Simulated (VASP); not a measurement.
# RbBr (Fm-3m) in VASP: single point with r2SCAN

Aim: the single point of RbBr with r2SCAN.

Program: VASP 6.6.1. These are calculated values, not measurements. Logs are shortened: lines on timing, memory, paths and dates and some standing lists are left out, and cuts for length are marked.

**1. The cell of the first run**

Symmetry: Fm-3m, No. 225, cubic system. The conventional cell has a = 6.855 Å, b = 6.855 Å, c = 6.855 Å, α = 90.00°, β = 90.00°, γ = 90.00°. Within 4.5 Å of Rb (site symmetry m-3m) lie 6 Br at 3.43 Å. Br (site symmetry m-3m) has 6 Rb at 3.43 Å within 4.5 Å.

**2. Single point, r2SCAN**

POSCAR

```
RbBr
1.0
    0.0000000000      3.4275000000      3.4275000000
    3.4275000000      0.0000000000      3.4275000000
    3.4275000000      3.4275000000      0.0000000000
Rb Br
1 1
Direct
    0.0000000000      0.0000000000      0.0000000000
    0.5000000000      0.5000000000      0.5000000000
```

INCAR.step1

```
SYSTEM = RbBr
PREC = Accurate
ENCUT = 550
ISMEAR = 0
SIGMA = 0.1
LREAL = .False.
LASPH = .True.
NELM = 120
NBANDS = 15
GGA = PE
ALGO = Normal
EDIFF = 1E-5
LWAVE = .True.
LCHARG = .False.
GGA_COMPAT = .False.
```

INCAR.step2

```
SYSTEM = RbBr
PREC = Accurate
ENCUT = 550
EDIFF = 1E-6
ISMEAR = 0
SIGMA = 0.1
LREAL = .False.
LASPH = .True.
NELM = 120
ALGO = Normal
ISIF = 2
LWAVE = .False.
LCHARG = .True.
METAGGA = R2SCAN
LMIXTAU = .True.
LELF = .True.
LVHAR = .True.
NBANDS = 15
ISTART = 1
GGA_COMPAT = .False.
```

KPOINTS

```
regular mesh
0
Gamma
  4 4 4
  0 0 0
```

Potentials or basis: VASP PAW PBE potentials, release 64 (Rb_sv, Br).

On the command line:

```bash
> cat potpaw_PBE.64/Rb_sv/POTCAR potpaw_PBE.64/Br/POTCAR > POTCAR
> cp INCAR.step1 INCAR
> mpirun -np 1 vasp_std > vasp.out
> cp INCAR.step2 INCAR
> mpirun -np 1 vasp_std > vasp.out
```

OUTCAR:

```text
SYSTEM = RbBr
   PREC = Accurate
   ENCUT = 550
   EDIFF = 1E-6
   ISMEAR = 0
   LREAL = .False.
   LASPH = .True.
   NELM = 120
   ISIF = 2
   METAGGA = R2SCAN
   ISTART = 1

 ion  position               nearest neighbor table
   1  0.000  0.000  0.000-   2 3.43   2 3.43   2 3.43   2 3.43   2 3.43   2 3.43
   2  0.500  0.500  0.500-   1 3.43   1 3.43   1 3.43   1 3.43   1 3.43   1 3.43

  LATTYP: Found a face centered cubic cell.
 ALAT       =     6.8550000000

  Lattice vectors:

 A1 = (   0.0000000000,   3.4275000000,   3.4275000000)
 A2 = (   3.4275000000,   0.0000000000,   3.4275000000)
 A3 = (   3.4275000000,   3.4275000000,   0.0000000000)

Analysis of symmetry for initial positions (statically):
=====================================================================
 Subroutine PRICEL returns:
 Original cell was already a primitive cell.

 Routine SETGRP: Setting up the symmetry group for a
 face centered cubic supercell.

 Subroutine GETGRP returns: Found 48 space group operations
 (whereof 48 operations were pure point group operations)
 out of a pool of 48 trial point group operations.

The static configuration has the point symmetry O_h .

Analysis of symmetry for dynamics (positions and initial velocities):
=====================================================================
 Subroutine PRICEL returns:
 Original cell was already a primitive cell.

 Routine SETGRP: Setting up the symmetry group for a
 face centered cubic supercell.

 Subroutine GETGRP returns: Found 48 space group operations
 (whereof 48 operations were pure point group operations)
 out of a pool of 48 trial point group operations.

The dynamic configuration has the point symmetry O_h .

 Subroutine INISYM returns: Found 48 space group operations
 (whereof 48 operations are pure point group operations),
 and found     1 'primitive' translations

----------------------------------------------------------------------------------------

                                     Primitive cell

  volume of cell :      80.5309

  direct lattice vectors                    reciprocal lattice vectors
     0.000000000  3.427500000  3.427500000    -0.145878920  0.145878920  0.145878920
     3.427500000  0.000000000  3.427500000     0.145878920 -0.145878920  0.145878920
     3.427500000  3.427500000  0.000000000     0.145878920  0.145878920 -0.145878920

  length of vectors
     4.847216985  4.847216985  4.847216985     0.252669702  0.252669702  0.252669702

  position of ions in fractional coordinates (direct lattice)
     0.000000000  0.000000000  0.000000000
     0.500000000  0.500000000  0.500000000

  ion indices of the primitive-cell ions
   primitive index   ion index
                 1           1
                 2           2

----------------------------------------------------------------------------------------

 KPOINTS: regular mesh

Automatic generation of k-mesh.
 Grid dimensions read from file:
 generate k-points for:    4    4    4

 Generating k-lattice:

  Cartesian coordinates                     Fractional coordinates (reciprocal lattice)
    -0.036469730  0.036469730  0.036469730     0.250000000  0.000000000  0.000000000
     0.036469730 -0.036469730  0.036469730     0.000000000  0.250000000  0.000000000
     0.036469730  0.036469730 -0.036469730     0.000000000  0.000000000  0.250000000

  Length of vectors
     0.063167426  0.063167426  0.063167426

  Shift w.r.t. Gamma in fractional coordinates (k-lattice)
     0.000000000  0.000000000  0.000000000

 Subroutine IBZKPT returns following result:
 ===========================================

 Found      8 irreducible k-points:

 Following reciprocal coordinates:
            Coordinates               Weight
  0.000000  0.000000  0.000000      1.000000
  0.250000  0.000000  0.000000      8.000000
  0.500000  0.000000  0.000000      4.000000
  0.250000  0.250000  0.000000      6.000000
  0.500000  0.250000  0.000000     24.000000
 -0.250000  0.250000  0.000000     12.000000
  0.500000  0.500000  0.000000      3.000000
 -0.250000  0.500000  0.250000      6.000000
   k-points           NKPTS =      8   k-points in BZ     NKDIM =      8   number of bands    NBANDS=     15
   number of dos      NEDOS =    301   number of ions     NIONS =      2
   total plane-waves  NPLWV =  64000
   dimension x,y,z NGX =    40 NGY =   40 NGZ =   40
   dimension x,y,z NGXF=    80 NGYF=   80 NGZF=   80
   ions per type =               1   1
   NGX,Y,Z   is equivalent  to a cutoff of  13.72, 13.72, 13.72 a.u.
   NGXF,Y,Z  is equivalent  to a cutoff of  27.44, 27.44, 27.44 a.u.
 SYSTEM =  RbBr
   PREC   = accura    normal or accurate (medium, high low for compatibility)
   ISTART =      1    job   : 0-new  1-cont  2-samecut
   ICHARG =      0    charge: 1-file 2-atom 10-const
   ISPIN  =      1    spin polarized calculation?
   LNONCOLLINEAR =      F non collinear calculations
   LSORBIT =      F    spin-orbit coupling
   LASPH  =      T    aspherical Exc in radial PAW
   ENCUT  =  550.0 eV  40.42 Ry    6.36 a.u.   9.27  9.27  9.27*2*pi/ulx,y,z
   NELM   =    120;   NELMIN=  2; NELMDL=  0     # of ELM steps
   EDIFF  = 0.1E-05   stopping-criterion for ELM
   LREAL  =      F    real-space projection
   EDIFFG = 0.1E-04   stopping-criterion for IOM
   NSW    =      0    number of steps for IOM
   IBRION =     -1    ionic relax: 0-MD 1-quasi-New 2-CG
   NFREE  =      0    steps in history (QN), initial steepest desc. (CG)
   ISIF   =      2    stress and relaxation
   ISYM   =      2    0-nonsym 1-usesym 2-fastsym
   POTIM  = 0.5000    time-step for ionic-motion
   TEBEG  =    0.0;   TEEND  =   0.0 temperature during run
   PSTRESS=    0.0 pullay stress
   NELECT =      16.0000    total number of electrons
   NUPDOWN=      -1.0000    fix difference up-down
   EMIN   =  10.00;   EMAX   =-10.00  energy-range for DOS
   EFERMI =   0.00;   METHOD = LEGACY
   ISMEAR =     0;   SIGMA  =   0.10  broadening in eV -4-tet -1-fermi 0-gaus
   EFERMI_NEDOS =   21; number of points for ismear=-14 and -15
   IALGO  =     38    algorithm
   IMIX   =      4    mixing-type and parameters
     AMIX     =   0.40;   BMIX     =  1.00
     AMIX_MAG =   1.60;   BMIX_MAG =  1.00
  volume/ion in A,a.u.               =      40.27       271.72
  Fermi-wavevector in a.u.,A,eV,Ry     =   0.955273  1.805204 12.415941  0.912546
  Thomas-Fermi vector in A             =   2.084095
   LORBIT       =      0    0 simple, 1 ext, 2 COOP (PROOUT), +10 PAW based schemes
   METAGGA = R2SCAN    functional components
   LHFCALC =     F    Hartree Fock is set to
   AEXX    =    0.0000 exact exchange contribution
   IVDW    =     0    specifies the selected vdW correction
   LEPSILON=     F    determine dielectric tensor
   LRPA    =     F    only Hartree local field effects (RPA)
 non-spin polarized calculation
 Gauss-broadening in eV      SIGMA  =   0.10
  energy-cutoff  :      550.00
  volume of cell :       80.53
 maximum number of plane-waves:      2397
 NGX is ok and might be reduce to    40
   NGX = 19   NGY = 19   NGZ = 19

 number of electron      16.0000001 magnetization

 Free energy of the ion-electron system (eV)
  ---------------------------------------------------
  ext. energy  EPLUGINS =         0.00000000
  ---------------------------------------------------
  free energy    TOTEN  =       -31.15170227 eV

  energy without entropy =      -31.15170227  energy(sigma->0) =      -31.15170227

 E-fermi :  -1.6917     XC(G=0):  -7.6297

 val. band max:       -2.1602372677   @ k =   0.0000   0.0000   0.0000
 cond. band min:       2.8081550080   @ k =   0.0000   0.0000   0.0000
 fundamental gap:      4.9683922757
 Fermi energy:        -1.6917174648

 k-point     1 :       0.0000    0.0000    0.0000
  band No.  band energies     occupation
      1     -27.3160      2.00000
      2     -14.7731      2.00000
      3     -10.8453      2.00000
      4     -10.8453      2.00000
      5     -10.8453      2.00000
      6      -2.1602      2.00000
      7      -2.1602      2.00000
      8      -2.1602      2.00000
      9       2.8082      0.00000
     10       5.7204      0.00000
     11       5.7204      0.00000
     12       5.7204      0.00000
     13       6.7898      0.00000
     14       6.7898      0.00000
     15       9.1789      0.00000

 k-point     2 :       0.2500    0.0000    0.0000
  band No.  band energies     occupation
      1     -27.3111      2.00000
      2     -14.7943      2.00000
      3     -10.8484      2.00000
      4     -10.8484      2.00000
      5     -10.8184      2.00000
      6      -2.7033      2.00000
      7      -2.3411      2.00000
      8      -2.3411      2.00000
      9       4.0588      0.00000
     10       5.5122      0.00000
     11       6.4731      0.00000
     12       6.4731      0.00000
     13       7.6825      0.00000
     14       7.6825      0.00000
     15      10.9923      0.00000

 k-point     3 :       0.5000    0.0000    0.0000
  band No.  band energies     occupation
      1     -27.3062      2.00000
      2     -14.8151      2.00000
      3     -10.8515      2.00000
      4     -10.8515      2.00000
      5     -10.7916      2.00000
      6      -3.1304      2.00000
      7      -2.5083      2.00000
      8      -2.5083      2.00000
      9       5.1296      0.00000
     10       6.1150      0.00000
     11       8.0625      0.00000
     12       8.0625      0.00000
     13       8.6954      0.00000
     14       8.6955      0.00000
     15       9.7154      0.00000
[... 55 lines left out ...]
 k-point     7 :       0.5000    0.5000    0.0000
  band No.  band energies     occupation
      1     -27.3035      2.00000
      2     -14.7180      2.00000
      3     -11.0264      2.00000
      4     -10.9169      2.00000
      5     -10.9169      2.00000
      6      -2.6408      2.00000
      7      -2.3204      2.00000
      8      -2.3204      2.00000
      9       3.9017      0.00000
     10       5.7904      0.00000
     11       7.5584      0.00000
     12       7.8908      0.00000
     13       8.1892      0.00000
     14       9.4439      0.00000
     15       9.4439      0.00000

 k-point     8 :      -0.2500    0.5000    0.2500
  band No.  band energies     occupation
      1     -27.3034      2.00000
      2     -14.7458      2.00000
      3     -10.9715      2.00000
      4     -10.9715      2.00000
      5     -10.8240      2.00000
      6      -2.6410      2.00000
      7      -2.5116      2.00000
      8      -2.5116      2.00000
      9       5.4136      0.00000
     10       5.4136      0.00000
     11       6.9822      0.00000
     12       7.2732      0.00000
     13       9.4938      0.00000
     14       9.6909      0.00000
     15       9.6957      0.00000

------------------------ aborting loop because EDIFF is reached ----------------------------------------

  FORCE on cell =-STRESS in cart. coord.  units (eV):
  Direction    XX          YY          ZZ          XY          YZ          ZX
  --------------------------------------------------------------------------------------
  -------------------------------------------------------------------------------------
  Total        0.2466896      0.2466896      0.2466896      0.0000000      0.0000000     -0.0000000
  in kB        4.9079383      4.9079383      4.9079383      0.0000000      0.0000000     -0.0000000
  external PRESSURE =       4.9079383 kB  Pullay stress =       0.0000000 kB

 VOLUME and BASIS-vectors are now :
 -----------------------------------------------------------------------------
  energy-cutoff  :      550.00
  volume of cell :       80.53
      direct lattice vectors                 reciprocal lattice vectors
     0.000000000  3.427500000  3.427500000    -0.145878920  0.145878920  0.145878920
     3.427500000  0.000000000  3.427500000     0.145878920 -0.145878920  0.145878920
     3.427500000  3.427500000  0.000000000     0.145878920  0.145878920 -0.145878920

 POSITION                                       TOTAL-FORCE (eV/Angst)
 -----------------------------------------------------------------------------------
      0.00000      0.00000      0.00000        -0.000000     -0.000000     -0.000000
      3.42750      3.42750      3.42750         0.000000      0.000000      0.000000
 -----------------------------------------------------------------------------------
    total drift:                                0.000000     -0.000000     -0.000000

  FREE ENERGIE OF THE ION-ELECTRON SYSTEM (eV)
  ---------------------------------------------------
  free  energy   TOTEN  =       -31.1517022721 eV

  energy  without entropy=      -31.1517022721  energy(sigma->0) =      -31.15170227
```

Wall time 1.8 min (1 thread of Intel Xeon Platinum 8259CL at 2.50GHz (Skylake/Cascade Lake), shared host); peak memory 0.26 GiB.

Results:

| Property | Result |
| --- | --- |
| Free energy | -31.1517 eV |
| Pressure | 0.5 GPa |
| Band gap on the k mesh | 4.97 eV |

Levels at points of the mesh, in eV from the valence-band top:
```
           k point  band 6  band 7  band 8  band 9  band 10  band 11
(0.00, 0.00, 0.00)    0.00    0.00    0.00    4.97     7.88     7.88
(0.50, 0.00, 0.00)   -0.97   -0.35   -0.35    7.29     8.28    10.22
(0.50, 0.50, 0.00)   -0.48   -0.16   -0.16    6.06     7.95     9.72
```

Caveat: the PAW data sets were made with another functional, which shifts forces and pressure a little.
